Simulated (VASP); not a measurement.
# Al4Co (I4/m) in VASP: single point with PBE

Aim: the single point of Al4Co with PBE.

All numbers are computed with VASP 6.6.1; they aren't measurements. Logs are shortened: lines on timing, memory, paths and dates and some standing lists are left out, and cuts for length are marked.

## Step 1: The cell of the first run

It takes space group I4/m (No. 87, tetragonal). The conventional cell has a = 6.114 Å, b = 6.114 Å, c = 3.794 Å, α = 90.00°, β = 90.00°, γ = 90.00°. Al (site symmetry m) has 9 Al at 2.66 to 2.81 Å and 3 Co at 2.70 to 2.72 Å within 3.5 Å. Within 3.6 Å of Co (site symmetry 4/m) lie 12 Al at 2.70 to 2.72 Å.

## Step 2: Single point, PBE, collinear spin, ferromagnetic start

INCAR

```
SYSTEM = Al4Co
PREC = Accurate
ENCUT = 520
EDIFF = 1E-6
ISMEAR = 0
SIGMA = 0.2
LREAL = .False.
LASPH = .True.
NELM = 150
ALGO = Normal
ISIF = 2
LWAVE = .False.
LCHARG = .False.
ISPIN = 2
MAGMOM = 0 0 0 0 3
LORBIT = 11
LMAXMIX = 4
GGA = PE
NBANDS = 22
```

KPOINTS

```
regular mesh
0
Gamma
  5 5 5
  0 0 0
```

POSCAR

```
Al4Co
1.0
   -3.0570220068      3.0570220068      1.8971232287
    3.0570220068     -3.0570220068      1.8971232287
    3.0570220068      3.0570220068     -1.8971232287
Al Co
4 1
Direct
    0.6051840930      0.2039104071      0.8090945000
    0.3948159070      0.7960895929      0.1909055000
    0.7960895929      0.6051840930      0.4012736859
    0.2039104071      0.3948159070      0.5987263141
    0.0000000000      0.0000000000      0.0000000000
```

Potentials or basis: VASP PAW PBE potentials, release 64 (Al, Co).

Command:

```bash
cat potpaw_PBE.64/Al/POTCAR potpaw_PBE.64/Co/POTCAR > POTCAR
mpirun -np 1 vasp_std > vasp.out
```

OUTCAR:

```text
SYSTEM = Al4Co
   PREC = Accurate
   ENCUT = 520
   EDIFF = 1E-6
   ISMEAR = 0
   LREAL = .False.
   LASPH = .True.
   NELM = 150
   ISIF = 2
   ISPIN = 2
   LORBIT = 11
   GGA = PE

 ion  position               nearest neighbor table
   1  0.605  0.204  0.809-   2 2.66   2 2.66   5 2.70   5 2.70   5 2.72   4 2.72   3 2.72   3 2.74
                             4 2.74   3 2.74   4 2.74   2 2.81
   2  0.395  0.796  0.191-   1 2.66   1 2.66   5 2.70   5 2.70   5 2.72   3 2.72   4 2.72   4 2.74
                             3 2.74   4 2.74   3 2.74   1 2.81
   3  0.796  0.605  0.401-   4 2.66   4 2.66   5 2.70   5 2.70   5 2.72   2 2.72   1 2.72   1 2.74
                             2 2.74   1 2.74   2 2.74   4 2.81
   4  0.204  0.395  0.599-   3 2.66   3 2.66   5 2.70   5 2.70   5 2.72   1 2.72   2 2.72   2 2.74
                             1 2.74   2 2.74   1 2.74   3 2.81
   5  0.000  0.000  0.000-   2 2.70   1 2.70   3 2.70   4 2.70   3 2.70   4 2.70   2 2.70   1 2.70
                             3 2.72   4 2.72   1 2.72   2 2.72

  LATTYP: Found a body centered tetragonal cell.
 ALAT       =     6.1140440136
 C/A-ratio  =     0.6205788589

  Lattice vectors:

 A1 = (  -3.0570220068,   3.0570220068,   1.8971232287)
 A2 = (   3.0570220068,  -3.0570220068,   1.8971232287)
 A3 = (   3.0570220068,   3.0570220068,  -1.8971232287)

Analysis of symmetry for initial positions (statically):
=====================================================================
 Subroutine PRICEL returns:
 Original cell was already a primitive cell.

 Routine SETGRP: Setting up the symmetry group for a
 body centered tetragonal supercell.

 Subroutine GETGRP returns: Found  8 space group operations
 (whereof  8 operations were pure point group operations)
 out of a pool of 16 trial point group operations.

The static configuration has the point symmetry C_4h.

Analysis of symmetry for dynamics (positions and initial velocities):
=====================================================================
 Subroutine PRICEL returns:
 Original cell was already a primitive cell.

 Routine SETGRP: Setting up the symmetry group for a
 body centered tetragonal supercell.

 Subroutine GETGRP returns: Found  8 space group operations
 (whereof  8 operations were pure point group operations)
 out of a pool of 16 trial point group operations.

The dynamic configuration has the point symmetry C_4h.

Analysis of structural, dynamic, and magnetic symmetry:
=====================================================================
 Subroutine PRICEL returns:
[... 142 lines left out ...]
 spin polarized calculation
 Gauss-broadening in eV      SIGMA  =   0.20
  energy-cutoff  :      520.00
  volume of cell :       70.92
 maximum number of plane-waves:      1919
   NGX = 17   NGY = 17   NGZ = 17

 number of electron      21.0000004 magnetization       0.0000740

 Free energy of the ion-electron system (eV)
  ---------------------------------------------------
  ext. energy  EPLUGINS =         0.00000000
  ---------------------------------------------------
  free energy    TOTEN  =       -22.83430708 eV

  energy without entropy =      -22.78226617  energy(sigma->0) =      -22.80828663

 E-fermi :   9.1019     XC(G=0): -10.9799

 val. band max:        9.1006417569   @ k =   0.2000   0.0000   0.0000
 cond. band min:       9.1664102929   @ k =   0.4000   0.0000   0.0000
 fundamental gap:      0.0657685360
 Fermi energy:         9.1019015328

 spin component 1

 k-point     1 :       0.0000    0.0000    0.0000
  band No.  band energies     occupation
      1      -2.2947      1.00000
      2       4.1982      1.00000
      3       5.3686      1.00000
      4       5.5294      1.00000
      5       5.5294      1.00000
      6       7.0316      1.00000
[... 514 lines left out ...]
     21      17.0919      0.00000
     22      18.6816      0.00000
 Fermi energy:         9.1019015328

 spin component 2

 k-point     1 :       0.0000    0.0000    0.0000
  band No.  band energies     occupation
      1      -2.2947      1.00000
      2       4.1982      1.00000
      3       5.3686      1.00000
      4       5.5294      1.00000
      5       5.5294      1.00000
      6       7.0317      1.00000
[... 514 lines left out ...]
     21      17.0919      0.00000
     22      18.6816      0.00000

------------------------ aborting loop because EDIFF is reached ----------------------------------------

  FORCE on cell =-STRESS in cart. coord.  units (eV):
  Direction    XX          YY          ZZ          XY          YZ          ZX
  --------------------------------------------------------------------------------------
  -------------------------------------------------------------------------------------
  Total        0.1688725      0.1688725      0.2258612      0.0000001      0.0000000      0.0000000
  in kB        3.8151968      3.8151968      5.1026938      0.0000013      0.0000000      0.0000000
  external PRESSURE =       4.2443625 kB  Pullay stress =       0.0000000 kB

 VOLUME and BASIS-vectors are now :
 -----------------------------------------------------------------------------
  energy-cutoff  :      520.00
  volume of cell :       70.92
      direct lattice vectors                 reciprocal lattice vectors
    -3.057022007  3.057022007  1.897123229     0.000000000  0.163557867  0.263556944
     3.057022007 -3.057022007  1.897123229     0.163557867  0.000000000  0.263556944
     3.057022007  3.057022007 -1.897123229     0.163557867  0.163557867  0.000000000

 POSITION                                       TOTAL-FORCE (eV/Angst)
 -----------------------------------------------------------------------------------
      1.24672      3.70012      0.00000         0.061001     -0.000023      0.000000
      1.81030     -0.64310      1.89712        -0.061001      0.000023     -0.000000
      0.64310      1.81030      1.89712        -0.000023     -0.061001      0.000000
      2.41392      1.24672      0.00000         0.000023      0.061001      0.000000
      0.00000      0.00000      0.00000        -0.000000      0.000000      0.000000
 -----------------------------------------------------------------------------------
    total drift:                               -0.000000     -0.000000      0.000000

  FREE ENERGIE OF THE ION-ELECTRON SYSTEM (eV)
  ---------------------------------------------------
  free  energy   TOTEN  =       -22.8343070800 eV

  energy  without entropy=      -22.7822661712  energy(sigma->0) =      -22.80828663

 total charge

# of ion       s       p       d       tot
------------------------------------------
    1        0.408   0.390   0.000   0.798
    2        0.408   0.390   0.000   0.798
    3        0.408   0.390   0.000   0.798
    4        0.408   0.390   0.000   0.798
    5        0.413   0.407   7.384   8.204
--------------------------------------------------
tot          2.045   1.969   7.384  11.398

 magnetization (x)

# of ion       s       p       d       tot
------------------------------------------
    1       -0.000   0.000   0.000   0.000
    2       -0.000   0.000   0.000   0.000
    3       -0.000   0.000   0.000   0.000
    4       -0.000   0.000   0.000   0.000
    5        0.000  -0.000   0.000   0.000
--------------------------------------------------
tot         -0.000   0.000   0.000   0.000
```

Wall time 54 s (1 thread of Intel Xeon Platinum 8488C (Sapphire Rapids), shared host); peak memory 0.26 GiB.

What came out:

```
Free energy                                           : -22.8343 eV
Pressure                                              : 0.4 GPa
Largest force                                         : 0.061 eV/Å
Net moment                                            : 0.00 μB per cell
Valence electrons inside the program's atomic spheres : Al 0.80; Co 8.20
```

Forces on the atoms (eV/Å):
```
Al   0.061  0.000  0.000
Al  -0.061  0.000  0.000
Al   0.000 -0.061  0.000
Al   0.000  0.061  0.000
Co   0.000  0.000  0.000
```

Caveat: the k points lie up to 0.39 Å⁻¹ apart; the starting moments collapsed, and a magnetic state may lie lower.
